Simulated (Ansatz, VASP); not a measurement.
Two plane-wave programs on Te2Mo

```
Te Mo
1.0
     3.55499    0.00000    0.00000
    -1.77750    3.07871    0.00000
     0.00000    0.00000   35.03654
Te Mo
4 2
Direct
  0.33333 0.66667 0.44996
  0.29930 0.66667 0.94840
  0.36737 0.66667 0.05160
  0.33333 0.66667 0.55004
  0.00000 0.00000 0.00000
  0.00000 0.00000 0.50000
```

Change from the starting cell: mode 7 frozen in at -0.121 Å and mode 12 at +0.055 Å (largest displacements).

Alike in both runs: task single point; functional PBE; k mesh 9 × 9 × 1; occupations gaussian, width 0.05 eV; no spin polarisation.

|  | VASP | Ansatz |
| --- | --- | --- |
| version | VASP 6.6.1 | Ansatz 0.2.0 |
| potentials or method | VASP PAW PBE potentials, release 64 (Te, Mo_sv), cutoff 520 eV | scalar-relativistic, plane waves, PAW |
| valence electrons in the cell | 52 | 92 |

```csv
,VASP,Ansatz,Ansatz less VASP
gap on the k mesh at the Fermi level (eV),0.89,0.89,+0.005
least direct gap on the mesh (eV),0.89,0.89,+0.005
rms of the force components (eV/Å),0.367,0.363,-0.0044
```

Atom by atom the forces differ by 0.007 eV/Å (rms over components). With one functional, cell and mesh, what is left measures potentials, basis and numerics. VASP's potentials hold 52 valence electrons a cell and Ansatz's 92, so a difference there can come from the potentials and not from the codes.

Neither program's run includes spin-orbit coupling.
